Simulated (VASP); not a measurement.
# Fe (Im-3m) in VASP: notebook, part 2 of 2

VASP 6.6.1.

### Step 3. Single point, PBE+D3(BJ), collinear spin, ferromagnetic start

Contents of INCAR:

```
SYSTEM = Fe
PREC = Accurate ; ENCUT = 520
EDIFF = 1E-6 ; ISMEAR = -1
SIGMA = 0.15 ; LREAL = .False.
LASPH = .True. ; NELM = 150
ALGO = Normal ; ISIF = 2
LWAVE = .False. ; LCHARG = .False.
ISPIN = 2 ; MAGMOM = 3.66
LORBIT = 11 ; NUPDOWN = 3.5
LMAXMIX = 4 ; GGA = PE
IVDW = 12 ; NBANDS = 14
```

Contents of KPOINTS:

```
Automatic mesh
0
Gamma
  9 9 9
  0 0 0
```

Contents of POSCAR:

```
Fe
1.0
   -1.4430000000      1.4430000000      1.4430000000
    1.4430000000     -1.4430000000      1.4430000000
    1.4430000000      1.4430000000     -1.4430000000
Fe
1
Direct
    0.0000000000      0.0000000000      0.0000000000
```

Potentials or basis: VASP PAW PBE potentials, release 64 (Fe).

The run is started by

```
cat potpaw_PBE.64/Fe/POTCAR > POTCAR
mpirun -np 1 vasp_std > vasp.out
```

OUTCAR:

```text
SYSTEM = Fe
   PREC = Accurate
   ENCUT = 520
   EDIFF = 1E-6
   ISMEAR = -1
   LREAL = .False.
   LASPH = .True.
   NELM = 150
   ISIF = 2
   ISPIN = 2
   LORBIT = 11
   NUPDOWN = 3.5
   GGA = PE
   IVDW = 12
 IVDW          = 12

 ion  position               nearest neighbor table
   1  0.000  0.000  0.000-

  LATTYP: Found a body centered cubic cell.
 ALAT       =     2.8860000000

  Lattice vectors:

 A1 = (  -1.4430000000,   1.4430000000,   1.4430000000)
 A2 = (   1.4430000000,  -1.4430000000,   1.4430000000)
 A3 = (   1.4430000000,   1.4430000000,  -1.4430000000)

Analysis of symmetry for initial positions (statically):
=====================================================================
 Subroutine PRICEL returns:
 Original cell was already a primitive cell.

 Routine SETGRP: Setting up the symmetry group for a
 body centered cubic supercell.

 Subroutine GETGRP returns: Found 48 space group operations
 (whereof 48 operations were pure point group operations)
 out of a pool of 48 trial point group operations.

[... 606 lines left out ...]
     11      34.9670      0.00000
     12      37.6659      0.00000
     13      37.6659      0.00000
     14      37.6659      0.00000
[... 379 lines left out ...]
      3       4.9067      0.72647
      4       6.8671      0.00001
      5       8.0562      0.00000
      6      10.5459      0.00000
      7      14.1042      0.00000
      8      19.2975      0.00000
      9      25.6551      0.00000
     10      31.0914      0.00000
     11      32.0425      0.00000
     12      37.3569      0.00000
     13      40.0929      0.00000
     14      51.2271      0.00000

 [... further k-points ...]

------------------------ aborting loop because EDIFF is reached ----------------------------------------

 Edisp (eV)   -0.33713

 E8    (eV) :    -0.1504

  FORCE on cell =-STRESS in cart. coord.  units (eV):
  Direction    XX          YY          ZZ          XY          YZ          ZX
  --------------------------------------------------------------------------------------
  -------------------------------------------------------------------------------------
  Total       1.69976     1.69976     1.69976    -0.00000    -0.00000    -0.00000
  in kB     226.58977   226.58977   226.58977    -0.00000    -0.00000    -0.00000
  external pressure =      226.59 kB  Pullay stress =        0.00 kB

 VOLUME and BASIS-vectors are now :
 -----------------------------------------------------------------------------
  energy-cutoff  :      520.00
  volume of cell :       12.02
      direct lattice vectors                 reciprocal lattice vectors
    -1.443000000  1.443000000  1.443000000     0.000000000  0.346500347  0.346500347
     1.443000000 -1.443000000  1.443000000     0.346500347  0.000000000  0.346500347
     1.443000000  1.443000000 -1.443000000     0.346500347  0.346500347  0.000000000

 POSITION                                       TOTAL-FORCE (eV/Angst)
 -----------------------------------------------------------------------------------
      0.00000      0.00000      0.00000        -0.000000      0.000000     -0.000000
 -----------------------------------------------------------------------------------
    total drift:                               -0.000000     -0.000000     -0.000000

  FREE ENERGIE OF THE ION-ELECTRON SYSTEM (eV)
  ---------------------------------------------------
  free  energy   TOTEN  =        -7.7557111690 eV

  energy  without entropy=       -7.6560262283  energy(sigma->0) =       -7.70586870

 total charge

# of ion       s       p       d       tot
------------------------------------------
    1        0.503   0.565   6.070   7.138

 magnetization (x)

# of ion       s       p       d       tot
------------------------------------------
    1        0.031   0.119   3.230   3.380
```

OSZICAR:

```text
N       E                     dE             d eps       ncg     rms          rms(c)
DAV:   1     0.280046635871E+02    0.28005E+02   -0.38819E+03  2112   0.706E+02
DAV:   2    -0.720730819851E+01   -0.35212E+02   -0.32279E+02  2128   0.137E+02
DAV:   3    -0.823858418426E+01   -0.10313E+01   -0.10266E+01  2382   0.245E+01
DAV:   4    -0.824215576147E+01   -0.35716E-02   -0.35714E-02  2296   0.133E+00
DAV:   5    -0.824217435894E+01   -0.18597E-04   -0.18598E-04  2404   0.100E-01    0.122E+01
DAV:   6    -0.748948361802E+01    0.75269E+00   -0.66839E+00  2446   0.333E+01    0.729E+00
DAV:   7    -0.743623700543E+01    0.53247E-01   -0.17159E-01  2410   0.529E+00    0.466E+00
DAV:   8    -0.742680041833E+01    0.94366E-02   -0.41196E-03  2308   0.547E-01    0.213E+00
DAV:   9    -0.741856509546E+01    0.82353E-02   -0.44124E-03  2572   0.485E-01    0.108E-01
DAV:  10    -0.741857424045E+01   -0.91450E-05   -0.21060E-04  2236   0.109E-01    0.335E-02
DAV:  11    -0.741858297164E+01   -0.87312E-05   -0.31632E-05  2326   0.656E-02    0.373E-02
DAV:  12    -0.741858331241E+01   -0.34078E-06   -0.50297E-06  2386   0.228E-02
   1 F= -.77557112E+01 E0= -.77058687E+01  d E =-.996849E-01  mag=     3.5000
```

stdout:

```text
POSCAR found type information on POSCAR Fe
 POSCAR found :  1 types and       1 ions
 scaLAPACK will be used
 LDA part: xc-table for (Slater+PW92), standard interpolation
 POSCAR, INCAR and KPOINTS ok, starting setup
 FFT: planning ... GRIDC
 FFT: planning ... GRID_SOFT
 FFT: planning ... GRID
 WAVECAR not read
 entering main loop
```

It took 7.3 s on 1 thread of AMD EPYC 9R45 (Zen 5), shared host; peak memory 0.11 GiB.

What came out:

| Property | Result |
| --- | --- |
| Free energy | -7.7557 eV |
| Pressure | 22.7 GPa |
| Net moment | 3.50 μB per cell |
| Site moments | Fe +3.38 μB |
| Valence electrons inside the program's atomic spheres | Fe 7.14 |
| Dispersion energy per atom | -0.337 eV |

Caveat: three body term missing; the total moment is fixed, so each spin has its own Fermi level.

### Step 4. Single point, PBE+D3(BJ), collinear spin, ferromagnetic start

Contents of INCAR:

```
SYSTEM = Fe
  PREC = Accurate
  ENCUT = 520
  EDIFF = 1E-6
  ISMEAR = -1
  SIGMA = 0.15
  LREAL = .FALSE.
  LASPH = .TRUE.
  NELM = 150
  ALGO = Normal
  ISIF = 2
  LWAVE = .FALSE.
  LCHARG = .FALSE.
  ISPIN = 2
  MAGMOM = 4.19
  LORBIT = 11
  NUPDOWN = 4.2
  LMAXMIX = 4
  GGA = PE
  IVDW = 12
  NBANDS = 14
```

Contents of KPOINTS:

```
Automatic mesh
0
G
  9 9 9
  0 0 0
```

POSCAR is that of step 3.

Potentials or basis: VASP PAW PBE potentials, release 64 (Fe).

The run is started by

```
cat potpaw_PBE.64/Fe/POTCAR > POTCAR
mpirun -np 1 vasp_std > vasp.out
```

OUTCAR:

```text
SYSTEM = Fe
   PREC = Accurate
   ENCUT = 520
   EDIFF = 1E-6
   ISMEAR = -1
   LREAL = .FALSE.
   LASPH = .TRUE.
   NELM = 150
   ISIF = 2
   ISPIN = 2
   LORBIT = 11
   NUPDOWN = 4.2
   GGA = PE
   IVDW = 12
 IVDW          = 12

 ion  position               nearest neighbor table
   1  0.000  0.000  0.000-

  LATTYP: Found a body centered cubic cell.
 ALAT       =     2.8860000000

  Lattice vectors:

 A1 = (  -1.4430000000,   1.4430000000,   1.4430000000)
 A2 = (   1.4430000000,  -1.4430000000,   1.4430000000)
 A3 = (   1.4430000000,   1.4430000000,  -1.4430000000)

Analysis of symmetry for initial positions (statically):
=====================================================================
 Subroutine PRICEL returns:
 Original cell was already a primitive cell.

 Routine SETGRP: Setting up the symmetry group for a
 body centered cubic supercell.

 Subroutine GETGRP returns: Found 48 space group operations
 (whereof 48 operations were pure point group operations)
 out of a pool of 48 trial point group operations.

[... 606 lines left out ...]
     11      35.3001      0.00000
     12      37.9929      0.00000
     13      37.9929      0.00000
     14      38.2961      0.00000
[... 379 lines left out ...]
      3       5.0326      0.30665
      4       6.9108      0.00000
      5       8.0976      0.00000
      6      10.7225      0.00000
      7      14.2950      0.00000
      8      19.5902      0.00000
      9      25.9906      0.00000
     10      31.4098      0.00000
     11      32.4104      0.00000
     12      37.6498      0.00000
     13      40.3839      0.00000
     14      51.5676      0.00000

 [... further k-points ...]

------------------------ aborting loop because EDIFF is reached ----------------------------------------

 Edisp (eV)   -0.33713

 E8    (eV) :    -0.1504

  FORCE on cell =-STRESS in cart. coord.  units (eV):
  Direction    XX          YY          ZZ          XY          YZ          ZX
  --------------------------------------------------------------------------------------
  -------------------------------------------------------------------------------------
  Total       4.40681     4.40681     4.40681     0.00000    -0.00000     0.00000
  in kB     587.45682   587.45682   587.45682     0.00000    -0.00000     0.00000
  external pressure =      587.46 kB  Pullay stress =        0.00 kB

 VOLUME and BASIS-vectors are now :
 -----------------------------------------------------------------------------
  energy-cutoff  :      520.00
  volume of cell :       12.02
      direct lattice vectors                 reciprocal lattice vectors
    -1.443000000  1.443000000  1.443000000     0.000000000  0.346500347  0.346500347
     1.443000000 -1.443000000  1.443000000     0.346500347  0.000000000  0.346500347
     1.443000000  1.443000000 -1.443000000     0.346500347  0.346500347  0.000000000

 POSITION                                       TOTAL-FORCE (eV/Angst)
 -----------------------------------------------------------------------------------
      0.00000      0.00000      0.00000         0.000000     -0.000000     -0.000000
 -----------------------------------------------------------------------------------
    total drift:                                0.000000     -0.000000      0.000000

  FREE ENERGIE OF THE ION-ELECTRON SYSTEM (eV)
  ---------------------------------------------------
  free  energy   TOTEN  =        -5.8932487545 eV

  energy  without entropy=       -5.7909745059  energy(sigma->0) =       -5.84211163

 total charge

# of ion       s       p       d       tot
------------------------------------------
    1        0.546   0.633   5.940   7.119

 magnetization (x)

# of ion       s       p       d       tot
------------------------------------------
    1        0.086   0.276   3.602   3.965
```

stdout:

```text
POSCAR found type information on POSCAR Fe
 POSCAR found :  1 types and       1 ions
 scaLAPACK will be used
 LDA part: xc-table for (Slater+PW92), standard interpolation
 POSCAR, INCAR and KPOINTS ok, starting setup
 FFT: planning ... GRIDC
 FFT: planning ... GRID_SOFT
 FFT: planning ... GRID
 WAVECAR not read
 entering main loop
```

Wall time 7.4 s (1 thread of AMD EPYC 9R45 (Zen 5), shared host); peak memory 0.11 GiB.

Results:

```yaml
Free_energy: -5.8932 eV
Pressure: 58.7 GPa
Net_moment: 4.20 μB per cell
Site_moments: Fe +3.96 μB
Valence_electrons_inside_the_program's_atomic_spheres: Fe 7.12
Dispersion_energy_per_atom: -0.337 eV
```

Caveat: three body term missing; the total moment is fixed, so each spin has its own Fermi level.

### Step 5. Overview

| fixed moment (μB) | pressure (GPa) | moment (μB) |
| --- | --- | --- |
| 2.8 | -1.1 | 2.80 |
| 3.5 | 22.7 | 3.50 |
| 4.2 | 58.7 | 4.20 |

Alike in all rows: task single point; level PBE+D3(BJ); potentials or basis VASP PAW PBE potentials, release 64 (Fe); spin collinear, ferromagnetic start; cell as given; k mesh 9 × 9 × 9; cutoff (eV) 520; smearing fermi-dirac 0.15 eV.

Caveats: three body term missing; the total moment is fixed, so each spin has its own Fermi level.

Total energies depend on the potentials used, so only differences within one code and one set of settings carry meaning.
